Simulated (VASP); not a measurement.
# Cu (Fm-3m) in VASP: single point with PBEsol

Aim: the single point of Cu with PBEsol.

Everything below comes from runs of VASP 6.6.1. Logs are shortened: lines on timing, memory, paths and dates and some standing lists are left out, and cuts for length are marked.

## (1) The cell of the first run

Symmetry: Fm-3m, No. 225, cubic system. The conventional cell has a = 5.776 Å, b = 5.776 Å, c = 5.776 Å, α = 90.00°, β = 90.00°, γ = 90.00°. Within 3.3 Å of Cu (site symmetry m-3m) lie 8 Cu at 2.50 Å. Cu (site symmetry -43m) has 10 Cu at 2.50 to 2.89 Å within 3.3 Å.

## (2) Single point, PBEsol

The input, INCAR:

```
ALGO = Normal
EDIFF = 1E-7
ENCUT = 520
GGA = PS
ISIF = 2
ISMEAR = 1
LASPH = T
LCHARG = T
LELF = T
LREAL = F
LVHAR = T
LWAVE = F
NBANDS = 24
NELM = 100
PREC = Accurate
SIGMA = 0.1
```

The input, KPOINTS:

```
k-points
0
Gamma
  7 7 7
```

The input, POSCAR:

```
Cu
1.0
    0.0000000000      2.8880110000      2.8880110000
    2.8880110000      0.0000000000      2.8880110000
    2.8880110000      2.8880110000      0.0000000000
Cu
3
Direct
    0.5000000000      0.5000000000      0.5000000000
    0.2500000000      0.2500000000      0.2500000000
    0.7500000000      0.7500000000      0.7500000000
```

Potentials or basis: VASP PAW PBE potentials, release 64 (Cu).

On the command line:

```
$ cat potpaw_PBE.64/Cu/POTCAR > POTCAR
$ mpirun -np 1 vasp_std > vasp.out
```

OUTCAR:

```text
EDIFF = 1E-7
   ENCUT = 520
   GGA = PS
   ISIF = 2
   ISMEAR = 1
   LASPH = T
   LREAL = F
   NELM = 100
   PREC = Accurate

 ion  position               nearest neighbor table
   1  0.500  0.500  0.500-   2 2.50   2 2.50   2 2.50   3 2.50   3 2.50   3 2.50   3 2.50   2 2.50

   2  0.250  0.250  0.250-   1 2.50   1 2.50   1 2.50   1 2.50
   3  0.750  0.750  0.750-   1 2.50   1 2.50   1 2.50   1 2.50

  LATTYP: Found a face centered cubic cell.
 ALAT       =     5.7760220000

  Lattice vectors:

 A1 = (   0.0000000000,   2.8880110000,   2.8880110000)
 A2 = (   2.8880110000,   0.0000000000,   2.8880110000)
 A3 = (   2.8880110000,   2.8880110000,   0.0000000000)

Analysis of symmetry for initial positions (statically):
=====================================================================
 Subroutine PRICEL returns:
 Original cell was already a primitive cell.

 Routine SETGRP: Setting up the symmetry group for a
 face centered cubic supercell.

 Subroutine GETGRP returns: Found 48 space group operations
 (whereof 48 operations were pure point group operations)
 out of a pool of 48 trial point group operations.

The static configuration has the point symmetry O_h .

Analysis of symmetry for dynamics (positions and initial velocities):
=====================================================================
 Subroutine PRICEL returns:
 Original cell was already a primitive cell.

 Routine SETGRP: Setting up the symmetry group for a
 face centered cubic supercell.

 Subroutine GETGRP returns: Found 48 space group operations
 (whereof 48 operations were pure point group operations)
 out of a pool of 48 trial point group operations.

The dynamic configuration has the point symmetry O_h .

 Subroutine INISYM returns: Found 48 space group operations
 (whereof 48 operations are pure point group operations),
 and found     1 'primitive' translations

----------------------------------------------------------------------------------------

                                     Primitive cell

  volume of cell :      48.1755

  direct lattice vectors                    reciprocal lattice vectors
     0.000000000  2.888011000  2.888011000    -0.173129534  0.173129534  0.173129534
     2.888011000  0.000000000  2.888011000     0.173129534 -0.173129534  0.173129534
     2.888011000  2.888011000  0.000000000     0.173129534  0.173129534 -0.173129534

  length of vectors
     4.084264324  4.084264324  4.084264324     0.299869150  0.299869150  0.299869150

  position of ions in fractional coordinates (direct lattice)
     0.500000000  0.500000000  0.500000000
     0.250000000  0.250000000  0.250000000
     0.750000000  0.750000000  0.750000000

  ion indices of the primitive-cell ions
   primitive index   ion index
                 1           1
                 2           2
                 3           3

----------------------------------------------------------------------------------------

 KPOINTS: k-points

Automatic generation of k-mesh.
 Grid dimensions read from file:
 generate k-points for:    7    7    7

 Generating k-lattice:

  Cartesian coordinates                     Fractional coordinates (reciprocal lattice)
    -0.024732791  0.024732791  0.024732791     0.142857143  0.000000000  0.000000000
     0.024732791 -0.024732791  0.024732791     0.000000000  0.142857143  0.000000000
     0.024732791  0.024732791 -0.024732791     0.000000000  0.000000000  0.142857143

  Length of vectors
     0.042838450  0.042838450  0.042838450

  Shift w.r.t. Gamma in fractional coordinates (k-lattice)
     0.000000000  0.000000000  0.000000000

 Subroutine IBZKPT returns following result:
 ===========================================

 Found     20 irreducible k-points:

 Following reciprocal coordinates:
            Coordinates               Weight
  0.000000  0.000000  0.000000      1.000000
  0.142857  0.000000  0.000000      8.000000
  0.285714  0.000000  0.000000      8.000000
  0.428571  0.000000  0.000000      8.000000
  0.142857  0.142857  0.000000      6.000000
  0.285714  0.142857  0.000000     24.000000
[... 12 lines left out ...]
 -0.428571  0.428571  0.142857     24.000000
 -0.285714  0.428571  0.142857     24.000000
   k-points           NKPTS =     20   k-points in BZ     NKDIM =     20   number of bands    NBANDS=     24
   number of dos      NEDOS =    301   number of ions     NIONS =      3
   total plane-waves  NPLWV =  27000
   dimension x,y,z NGX =    30 NGY =   30 NGZ =   30
   dimension x,y,z NGXF=    60 NGYF=   60 NGZF=   60
   ions per type =               3
   NGX,Y,Z   is equivalent  to a cutoff of  12.21, 12.21, 12.21 a.u.
   NGXF,Y,Z  is equivalent  to a cutoff of  24.42, 24.42, 24.42 a.u.
 SYSTEM =  unknown system
   PREC   = accura    normal or accurate (medium, high low for compatibility)
   ISTART =      0    job   : 0-new  1-cont  2-samecut
   ICHARG =      2    charge: 1-file 2-atom 10-const
   ISPIN  =      1    spin polarized calculation?
   LNONCOLLINEAR =      F non collinear calculations
   LSORBIT =      F    spin-orbit coupling
   LASPH  =      T    aspherical Exc in radial PAW
   ENCUT  =  520.0 eV  38.22 Ry    6.18 a.u.   7.59  7.59  7.59*2*pi/ulx,y,z
   NELM   =    100;   NELMIN=  2; NELMDL= -5     # of ELM steps
   EDIFF  = 0.1E-06   stopping-criterion for ELM
   LREAL  =      F    real-space projection
   EDIFFG = 0.1E-05   stopping-criterion for IOM
   NSW    =      0    number of steps for IOM
   IBRION =     -1    ionic relax: 0-MD 1-quasi-New 2-CG
   NFREE  =      0    steps in history (QN), initial steepest desc. (CG)
   ISIF   =      2    stress and relaxation
   ISYM   =      2    0-nonsym 1-usesym 2-fastsym
   POTIM  = 0.5000    time-step for ionic-motion
   TEBEG  =    0.0;   TEEND  =   0.0 temperature during run
   PSTRESS=    0.0 pullay stress
   NELECT =      33.0000    total number of electrons
   NUPDOWN=      -1.0000    fix difference up-down
   EMIN   =  10.00;   EMAX   =-10.00  energy-range for DOS
   EFERMI =   0.00;   METHOD = LEGACY
   ISMEAR =     1;   SIGMA  =   0.10  broadening in eV -4-tet -1-fermi 0-gaus
   EFERMI_NEDOS =   21; number of points for ismear=-14 and -15
   IALGO  =     38    algorithm
   IMIX   =      4    mixing-type and parameters
     AMIX     =   0.40;   BMIX     =  1.00
     AMIX_MAG =   1.60;   BMIX_MAG =  1.00
  volume/ion in A,a.u.               =      16.06       108.37
  Fermi-wavevector in a.u.,A,eV,Ry     =   1.443125  2.727111 28.335629  2.082610
  Thomas-Fermi vector in A             =   2.561568
   LORBIT       =      0    0 simple, 1 ext, 2 COOP (PROOUT), +10 PAW based schemes
   GGA     = PS    functional components
   LHFCALC =     F    Hartree Fock is set to
   AEXX    =    0.0000 exact exchange contribution
   IVDW    =     0    specifies the selected vdW correction
   LEPSILON=     F    determine dielectric tensor
   LRPA    =     F    only Hartree local field effects (RPA)
 non-spin polarized calculation
 Methfessel and Paxton  Order N= 1 SIGMA  =   0.10
  energy-cutoff  :      520.00
  volume of cell :       48.18
 maximum number of plane-waves:      1313
   NGX = 15   NGY = 15   NGZ = 15

 number of electron      32.9999973 magnetization

 Free energy of the ion-electron system (eV)
  ---------------------------------------------------
  ext. energy  EPLUGINS =         0.00000000
  ---------------------------------------------------
  free energy    TOTEN  =       -11.25935776 eV

  energy without entropy =      -11.25650075  energy(sigma->0) =      -11.25840542

 E-fermi :   3.9920     XC(G=0): -11.0639

 val. band max:        3.9843230227   @ k =   0.4286   0.1429   0.0000
 cond. band min:       4.3276572913   @ k =   0.4286   0.4286   0.0000
 fundamental gap:      0.3433342687
 Fermi energy:         3.9919934813

 k-point     1 :       0.0000    0.0000    0.0000
  band No.  band energies     occupation
      1      -3.2493      2.00000
      2       0.6550      2.00000
      3       0.6550      2.00000
      4       1.1367      2.00000
      5       1.1367      2.00000
      6       1.1367      2.00000
[... 16 lines left out ...]
     23      12.5123      0.00000
     24      13.6545      0.00000

 k-point     2 :       0.1429    0.0000    0.0000
  band No.  band energies     occupation
      1      -2.9701      2.00000
      2       0.7112      2.00000
      3       0.7112      2.00000
      4       1.0064      2.00000
      5       1.0787      2.00000
      6       1.0787      2.00000
[... 16 lines left out ...]
     23      13.9850      0.00000
     24      14.1103      0.00000

 k-point     3 :       0.2857    0.0000    0.0000
  band No.  band energies     occupation
      1      -2.1663      2.00000
      2       0.8554      2.00000
      3       0.8554      2.00000
      4       0.9345      2.00000
      5       1.0297      2.00000
      6       1.0297      2.00000
[... 16 lines left out ...]
     23      13.1500      0.00000
     24      15.9019      0.00000

 k-point     4 :       0.4286    0.0000    0.0000
  band No.  band energies     occupation
      1      -1.0387      2.00000
      2       0.7711      2.00000
      3       0.9257      2.00000
      4       0.9257      2.00000
      5       0.9784      2.00000
      6       1.1058      2.00000
[... 16 lines left out ...]
     23      12.5307      0.00000
     24      18.1552      0.00000

 k-point     5 :       0.1429    0.1429    0.0000
  band No.  band energies     occupation
      1      -2.8775      2.00000
      2       0.7021      2.00000
      3       0.7469      2.00000
      4       1.0353      2.00000
      5       1.0476      2.00000
      6       1.0476      2.00000
[... 343 lines left out ...]
 k-point    18 :      -0.4286    0.2857    0.1429
  band No.  band energies     occupation
      1      -0.4943      2.00000
      2       0.4948      2.00000
      3       0.7424      2.00000
      4       0.8948      2.00000
      5       1.0264      2.00000
      6       1.2801      2.00000
[... 16 lines left out ...]
     23      16.2811      0.00000
     24      17.1063      0.00000

 k-point    19 :      -0.4286    0.4286    0.1429
  band No.  band energies     occupation
      1      -0.1539      2.00000
      2       0.4269      2.00000
      3       0.5609      2.00000
      4       0.8472      2.00000
      5       1.0648      2.00000
      6       1.1704      2.00000
[... 16 lines left out ...]
     23      17.7346      0.00000
     24      18.8444      0.00000

 k-point    20 :      -0.2857    0.4286    0.1429
  band No.  band energies     occupation
      1       0.1459      2.00000
      2       0.4116      2.00000
      3       0.5459      2.00000
      4       0.8182      2.00000
      5       1.0511      2.00000
      6       1.3979      2.00000
[... 16 lines left out ...]
     23      15.0241      0.00000
     24      18.6788      0.00000

------------------------ aborting loop because EDIFF is reached ----------------------------------------

  FORCE on cell =-STRESS in cart. coord.  units (eV):
  Direction    XX          YY          ZZ          XY          YZ          ZX
  --------------------------------------------------------------------------------------
  -------------------------------------------------------------------------------------
  Total       -3.9556304     -3.9556304     -3.9556304     -0.0000000     -0.0000000     -0.0000000
  in kB     -131.5527004   -131.5527004   -131.5527004     -0.0000000     -0.0000000     -0.0000000
  external PRESSURE =    -131.5527004 kB  Pullay stress =       0.0000000 kB

 VOLUME and BASIS-vectors are now :
 -----------------------------------------------------------------------------
  energy-cutoff  :      520.00
  volume of cell :       48.18
      direct lattice vectors                 reciprocal lattice vectors
     0.000000000  2.888011000  2.888011000    -0.173129534  0.173129534  0.173129534
     2.888011000  0.000000000  2.888011000     0.173129534 -0.173129534  0.173129534
     2.888011000  2.888011000  0.000000000     0.173129534  0.173129534 -0.173129534

 POSITION                                       TOTAL-FORCE (eV/Angst)
 -----------------------------------------------------------------------------------
      2.88801      2.88801      2.88801        -0.000000      0.000000     -0.000000
      1.44401      1.44401      1.44401        -0.000000     -0.000000     -0.000000
      4.33202      4.33202      4.33202         0.000000      0.000000      0.000000
 -----------------------------------------------------------------------------------
    total drift:                                0.000000     -0.000000      0.000000

  FREE ENERGIE OF THE ION-ELECTRON SYSTEM (eV)
  ---------------------------------------------------
  free  energy   TOTEN  =       -11.2593577596 eV

  energy  without entropy=      -11.2565007472  energy(sigma->0) =      -11.25840542
```

Run time: 46 s. Hardware: 1 thread of Intel Xeon 8259CL, shared host; peak memory 0.17 GiB.

Results:

```yaml
Free_energy: -11.2594 eV
Pressure: -13.2 GPa
```

Caveat: the PAW data sets were made with another functional, which shifts forces and pressure a little.
